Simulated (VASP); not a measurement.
# H12C11S10O6 in VASP: a series of runs

The runs below take H12C11S10O6 through single point, with PBE.

Everything below comes from runs of VASP 6.6.1. Logs are shortened: lines on timing, memory, paths and dates and some standing lists are left out, and cuts for length are marked.

## Step 1: The cell of the first run

The cell holds a disordered packing, 39 atoms: a = 8.848 Å, b = 8.848 Å, c = 8.848 Å, α = 90.00°, β = 90.00°, γ = 90.00°.

## Step 2: Single point, PBE

Contents of INCAR:

```
SYSTEM = H12C11S10O6
PREC = Accurate ; ENCUT = 910
EDIFF = 1E-6 ; ISMEAR = -1
SIGMA = 0.02 ; LREAL = Auto
LASPH = .True. ; NELM = 120
ALGO = Normal ; ISIF = 2
LWAVE = .False. ; LCHARG = .False.
GGA = PE ; NBANDS = 101
GGA_COMPAT = .False.
```

Contents of KPOINTS:

```
Automatic mesh
0
Gamma
  1 1 1
  0 0 0
```

Contents of POSCAR:

```
H12C11S10O6
1.0
    8.8484930000      0.0000000000      0.0000000000
    0.0000000000      8.8484930000      0.0000000000
    0.0000000000      0.0000000000      8.8484930000
S C O H
10 11 6 12
Direct
    0.9105957365      0.4964009126      1.1044931606
    0.9165176488      0.4053458595      0.7642544329
    0.5462625105      0.6662490438      0.8263554031
    0.2821271374      0.4830427057      0.6733236948
    0.4561680729      0.3582078892      0.2194724006
    0.5734196772      0.1593717710     -0.0476352301
    0.0365146924      0.7824383203      0.4561793743
   -0.0953269670      0.9458785807      0.1831950367
    0.7133983154     -0.0028366412      0.6063405373
    0.4951012562     -0.0678646635      0.3364979777
    0.9064481376      0.4495341749      0.9311981148
    0.4109965392      0.5804378214      0.7445448620
    0.5274570483      0.2550942855      0.0920156687
   -0.0354071592      0.8647913266      0.3187435420
    0.6022607465     -0.0146917673      0.4655255985
    0.2502799064      0.6529360423      0.2115275449
    0.0472735866      0.8081376117      0.8295762906
    0.9067758770      0.2615134577      0.4039444909
    0.2281179405      0.0387862656      0.5775785775
    0.1470532892      0.1912190019     -0.0150760135
    0.7282822058      0.5855234332      0.4118667439
    0.2909421977      0.7368260335      0.1023112071
   -0.0166356011      0.9154779238      0.8879817162
    0.9958644935      0.2278467079      0.5021759072
    0.3293103131     -0.0394756486      0.6291466807
    0.0942985433      0.1965419422      0.1129231836
    0.6224788786      0.5463642227      0.4868060584
    0.3013055443      0.6644973330      0.3261346311
    0.1716111433      0.5573039386      0.1941008486
    0.1761655911      0.8152913722      0.7998876193
   -0.0098999909      0.6881736811      0.8251800617
    0.9437426237      0.2735381042      0.2868850097
    0.7839414011      0.2675596850      0.4380745964
    0.1395491865      0.1000283325      0.6564733678
    0.2217213711      0.0706447979      0.4524725284
    0.2267617774      0.2782733738     -0.0563711809
    0.0947618990      0.1104368846     -0.0955077887
    0.7191507074      0.6838226577      0.3259764120
    0.8417704574      0.5334015634      0.4129064689
```

Potentials or basis: VASP PAW PBE potentials, release 64 (S, C_h, O_h, H_h).

Run with:

```bash
$ cat potpaw_PBE.64/S/POTCAR potpaw_PBE.64/C_h/POTCAR potpaw_PBE.64/O_h/POTCAR potpaw_PBE.64/H_h/POTCAR > POTCAR
$ mpirun -np 1 vasp_gam > vasp.out
```

OUTCAR:

```text
SYSTEM = H12C11S10O6
   PREC = Accurate
   ENCUT = 910
   EDIFF = 1E-6
   ISMEAR = -1
   LREAL = Auto
   LASPH = .True.
   NELM = 120
   ISIF = 2
   GGA = PE

 ion  position               nearest neighbor table
   1  0.911  0.496  0.104-  11 1.59
   2  0.917  0.405  0.764-  11 1.53
   3  0.546  0.666  0.826-  12 1.59
   4  0.282  0.483  0.673-  12 1.56
   5  0.456  0.358  0.219-  13 1.58
   6  0.573  0.159  0.952-  13 1.55
   7  0.037  0.782  0.456-  14 1.55
   8  0.905  0.946  0.183-  14 1.49
   9  0.713  0.997  0.606-  15 1.59
  10  0.495  0.932  0.336-  15 1.56
  11  0.906  0.450  0.931-   2 1.53   1 1.59
  12  0.411  0.580  0.745-   4 1.56   3 1.59
  13  0.527  0.255  0.092-   6 1.55   5 1.58
  14  0.965  0.865  0.319-   8 1.49   7 1.55
  15  0.602  0.985  0.466-  10 1.56   9 1.59
  16  0.250  0.653  0.212-  29 1.11  28 1.11  22 1.27
  17  0.047  0.808  0.830-  30 1.17  31 1.18  23 1.22
  18  0.907  0.262  0.404-  32 1.09  33 1.13  24 1.21
  19  0.228  0.039  0.578-  35 1.14  34 1.18  25 1.22
  20  0.147  0.191  0.985-  36 1.11  37 1.11  26 1.23
  21  0.728  0.586  0.412-  39 1.11  38 1.16  27 1.20
  22  0.291  0.737  0.102-  16 1.27
  23  0.983  0.915  0.888-  17 1.22
  24  0.996  0.228  0.502-  18 1.21
  25  0.329  0.961  0.629-  19 1.22
  26  0.094  0.197  0.113-  20 1.23
  27  0.622  0.546  0.487-  21 1.20
[... 10 lines left out ...]
  38  0.719  0.684  0.326-  21 1.16
  39  0.842  0.533  0.413-  21 1.11

  LATTYP: Found a simple cubic cell.
 ALAT       =     8.8484930000

  Lattice vectors:

 A1 = (   8.8484930000,   0.0000000000,   0.0000000000)
 A2 = (   0.0000000000,   8.8484930000,   0.0000000000)
 A3 = (   0.0000000000,   0.0000000000,   8.8484930000)

Analysis of symmetry for initial positions (statically):
=====================================================================
 Subroutine PRICEL returns:
 Original cell was already a primitive cell.

 Routine SETGRP: Setting up the symmetry group for a
 simple cubic supercell.

 Subroutine GETGRP returns: Found  1 space group operations
 (whereof  1 operations were pure point group operations)
 out of a pool of 48 trial point group operations.

The static configuration has the point symmetry C_1 .

Analysis of symmetry for dynamics (positions and initial velocities):
=====================================================================
 Subroutine PRICEL returns:
 Original cell was already a primitive cell.

 Routine SETGRP: Setting up the symmetry group for a
 simple cubic supercell.

 Subroutine GETGRP returns: Found  1 space group operations
 (whereof  1 operations were pure point group operations)
 out of a pool of 48 trial point group operations.

The dynamic configuration has the point symmetry C_1 .

 Subroutine INISYM returns: Found  1 space group operations
 (whereof  1 operations are pure point group operations),
 and found     1 'primitive' translations

----------------------------------------------------------------------------------------

                                     Primitive cell

  volume of cell :     692.8001

  direct lattice vectors                    reciprocal lattice vectors
     8.848493000  0.000000000  0.000000000     0.113013595  0.000000000  0.000000000
     0.000000000  8.848493000  0.000000000     0.000000000  0.113013595  0.000000000
     0.000000000  0.000000000  8.848493000     0.000000000  0.000000000  0.113013595

  length of vectors
     8.848493000  8.848493000  8.848493000     0.113013595  0.113013595  0.113013595

  position of ions in fractional coordinates (direct lattice)
     0.910595736  0.496400913  0.104493161
     0.916517649  0.405345860  0.764254433
     0.546262511  0.666249044  0.826355403
     0.282127137  0.483042706  0.673323695
     0.456168073  0.358207889  0.219472401
     0.573419677  0.159371771  0.952364770
[... 31 lines left out ...]
     0.719150707  0.683822658  0.325976412
     0.841770457  0.533401563  0.412906469

  ion indices of the primitive-cell ions
   primitive index   ion index
                 1           1
                 2           2
                 3           3
                 4           4
                 5           5
                 6           6
[... 31 lines left out ...]
                38          38
                39          39

----------------------------------------------------------------------------------------

 KPOINTS: Automatic mesh

Automatic generation of k-mesh.
 Grid dimensions read from file:
 generate k-points for:    1    1    1

 Generating k-lattice:

  Cartesian coordinates                     Fractional coordinates (reciprocal lattice)
     0.113013595  0.000000000  0.000000000     1.000000000  0.000000000  0.000000000
     0.000000000  0.113013595  0.000000000     0.000000000  1.000000000  0.000000000
     0.000000000  0.000000000  0.113013595     0.000000000  0.000000000  1.000000000

  Length of vectors
     0.113013595  0.113013595  0.113013595

  Shift w.r.t. Gamma in fractional coordinates (k-lattice)
     0.000000000  0.000000000  0.000000000

 Subroutine IBZKPT returns following result:
 ===========================================

 Found      1 irreducible k-points:

 Following reciprocal coordinates:
            Coordinates               Weight
  0.000000  0.000000  0.000000      1.000000
   k-points           NKPTS =      1   k-points in BZ     NKDIM =      1   number of bands    NBANDS=    101
   number of dos      NEDOS =    301   number of ions     NIONS =     39
   total plane-waves  NPLWV = 729000
   dimension x,y,z NGX =    90 NGY =   90 NGZ =   90
   dimension x,y,z NGXF=   180 NGYF=  180 NGZF=  180
   ions per type =              10  11   6  12
   NGX,Y,Z   is equivalent  to a cutoff of  16.91, 16.91, 16.91 a.u.
   NGXF,Y,Z  is equivalent  to a cutoff of  33.82, 33.82, 33.82 a.u.
 SYSTEM =  H12C11S10O6
   PREC   = accura    normal or accurate (medium, high low for compatibility)
   ISTART =      0    job   : 0-new  1-cont  2-samecut
   ICHARG =      2    charge: 1-file 2-atom 10-const
   ISPIN  =      1    spin polarized calculation?
   LNONCOLLINEAR =      F non collinear calculations
   LSORBIT =      F    spin-orbit coupling
   LASPH  =      T    aspherical Exc in radial PAW
   ENCUT  =  910.0 eV  66.88 Ry    8.18 a.u.  21.76 21.76 21.76*2*pi/ulx,y,z
   NELM   =    120;   NELMIN=  2; NELMDL= -5     # of ELM steps
   EDIFF  = 0.1E-05   stopping-criterion for ELM
   LREAL  =      T    real-space projection
   EDIFFG = 0.1E-04   stopping-criterion for IOM
   NSW    =      0    number of steps for IOM
   IBRION =     -1    ionic relax: 0-MD 1-quasi-New 2-CG
   NFREE  =      0    steps in history (QN), initial steepest desc. (CG)
   ISIF   =      2    stress and relaxation
   ISYM   =      2    0-nonsym 1-usesym 2-fastsym
   POTIM  = 0.5000    time-step for ionic-motion
   TEBEG  =    0.0;   TEEND  =   0.0 temperature during run
   PSTRESS=    0.0 pullay stress
   NELECT =     152.0000    total number of electrons
   NUPDOWN=      -1.0000    fix difference up-down
   EMIN   =  10.00;   EMAX   =-10.00  energy-range for DOS
   EFERMI =   0.00;   METHOD = LEGACY
   ISMEAR =    -1;   SIGMA  =   0.02  broadening in eV -4-tet -1-fermi 0-gaus
   EFERMI_NEDOS =   21; number of points for ismear=-14 and -15
   IALGO  =     38    algorithm
   IMIX   =      4    mixing-type and parameters
     AMIX     =   0.40;   BMIX     =  1.00
     AMIX_MAG =   1.60;   BMIX_MAG =  1.00
  volume/ion in A,a.u.               =      17.76       119.88
  Fermi-wavevector in a.u.,A,eV,Ry     =   0.987385  1.865888 13.264728  0.974930
  Thomas-Fermi vector in A             =   2.118836
   LORBIT       =      0    0 simple, 1 ext, 2 COOP (PROOUT), +10 PAW based schemes
   GGA     = PE    functional components
   LHFCALC =     F    Hartree Fock is set to
   AEXX    =    0.0000 exact exchange contribution
   IVDW    =     0    specifies the selected vdW correction
   LEPSILON=     F    determine dielectric tensor
   LRPA    =     F    only Hartree local field effects (RPA)
 non-spin polarized calculation
  energy-cutoff  :      910.00
  volume of cell :      692.80
 maximum number of plane-waves:     21574
 NGX is ok and might be reduce to    90
   NGX = 43   NGY = 43   NGZ = 43

 number of electron     151.9999999 magnetization

 Free energy of the ion-electron system (eV)
  ---------------------------------------------------
  ext. energy  EPLUGINS =         0.00000000
  ---------------------------------------------------
  free energy    TOTEN  =      -215.52623723 eV

  energy without entropy =     -215.52623723  energy(sigma->0) =     -215.52623723

 E-fermi :  -0.2034     XC(G=0):  -7.1901

 val. band max:       -0.7101432059   @ k =   0.0000   0.0000   0.0000
 cond. band min:       1.6696691331   @ k =   0.0000   0.0000   0.0000
 fundamental gap:      2.3798123390
 Fermi energy:        -0.2034142677

 k-point     1 :       0.0000    0.0000    0.0000
  band No.  band energies     occupation
      1     -21.8933      2.00000
      2     -21.8285      2.00000
      3     -21.6480      2.00000
      4     -21.4226      2.00000
      5     -21.1910      2.00000
      6     -20.6932      2.00000
[... 80 lines left out ...]
     87       2.4590      0.00000
     88       2.5556      0.00000
 [bands above 88 left out]

------------------------ aborting loop because EDIFF is reached ----------------------------------------

  FORCE on cell =-STRESS in cart. coord.  units (eV):
  Direction    XX          YY          ZZ          XY          YZ          ZX
  --------------------------------------------------------------------------------------
  -------------------------------------------------------------------------------------
  Total        1.1671060      1.6848917      1.2281743     -2.3363674     -1.6808494      0.5963277
  in kB        2.6990627      3.8964997      2.8402897     -5.4031098     -3.8871514      1.3790743
  external PRESSURE =       3.1452840 kB  Pullay stress =       0.0000000 kB

 VOLUME and BASIS-vectors are now :
 -----------------------------------------------------------------------------
  energy-cutoff  :      910.00
  volume of cell :      692.80
      direct lattice vectors                 reciprocal lattice vectors
     8.848493000  0.000000000  0.000000000     0.113013595  0.000000000  0.000000000
     0.000000000  8.848493000  0.000000000     0.000000000  0.113013595  0.000000000
     0.000000000  0.000000000  8.848493000     0.000000000  0.000000000  0.113013595

 POSITION                                       TOTAL-FORCE (eV/Angst)
 -----------------------------------------------------------------------------------
      8.05740      4.39240      0.92461        -0.405914     -0.292456     -1.451764
      8.10980      3.58670      6.76250        -0.190472     -0.430988     -0.974016
      4.83360      5.89530      7.31200        -1.483321     -0.766824     -0.865430
      2.49640      4.27420      5.95790         0.174236      0.199031     -0.076386
      4.03640      3.16960      1.94200         0.739429     -0.788578     -0.536005
      5.07390      1.41020      8.42699         0.286123     -0.143950      0.108083
[... 31 lines left out ...]
      6.36340      6.05080      2.88440         0.024541     -0.733101      0.712068
      7.44840      4.71980      3.65360         0.274652     -0.363063      0.287666
 -----------------------------------------------------------------------------------
    total drift:                               -0.000127      0.001081      0.001209

  FREE ENERGIE OF THE ION-ELECTRON SYSTEM (eV)
  ---------------------------------------------------
  free  energy   TOTEN  =      -215.5262372279 eV

  energy  without entropy=     -215.5262372279  energy(sigma->0) =     -215.52623723
```

Run time: 3.4 min. Hardware: 1 thread of Intel Xeon 6975P-C (Granite Rapids), shared host; peak memory 1.3 GiB.

What came out:

* Free energy: -215.5262 eV
* Pressure: 0.3 GPa
* Largest force: 3.628 eV/Å
* Band gap on the k mesh: 2.38 eV

Forces in eV/Å, atoms in the order of the input:
```
S   -0.406 -0.292 -1.452
S   -0.190 -0.431 -0.974
S   -1.483 -0.767 -0.865
S    0.174  0.199 -0.076
S    0.739 -0.789 -0.536
S    0.286 -0.144  0.108
S    0.325 -0.506  0.798
S   -1.151  1.147 -1.896
S   -0.877  0.334 -1.073
S    0.267  0.517 -0.286
C    0.069  0.713  2.285
C    1.399  0.523  1.048
C   -1.020  0.860  0.392
C    0.585 -0.788  1.401
C    0.720 -0.967  1.119
C    1.714  1.783 -2.574
C    1.046 -1.097  0.692
C   -1.006 -0.579  0.840
C    0.083  0.788  0.809
C   -1.222  0.405  0.352
C   -0.194  1.426 -1.384
O   -1.287 -1.940  2.782
O   -0.278 -0.468 -0.768
O    0.510  0.340  0.169
O   -0.874  0.434 -0.008
O    0.813  0.033 -0.354
O   -0.145 -0.351  0.371
H   -0.028  0.062 -0.189
H   -0.161  0.112 -0.001
H   -1.567 -0.141  0.028
H    0.680  1.587 -0.269
H   -0.042  0.254 -0.533
H    0.276  0.243 -0.613
H    1.015 -0.969 -1.061
H   -0.022 -0.295  0.781
H    0.396 -0.093  0.055
H    0.558 -0.048 -0.118
H    0.025 -0.733  0.712
H    0.275 -0.363  0.288
```

Stress tensor (GPa, compression positive):
```
 0.27 -0.54  0.14
-0.54  0.39 -0.39
 0.14 -0.39  0.28
```

Caveat: the k points lie up to 0.71 Å⁻¹ apart; the cutoff is under 1.25 times the usual one of these potentials, so pressure, stress and relaxed cells hold a basis-set (Pulay) error; the atoms stand as in a frame of molecular dynamics.

(Continued in part 2 of 2.)
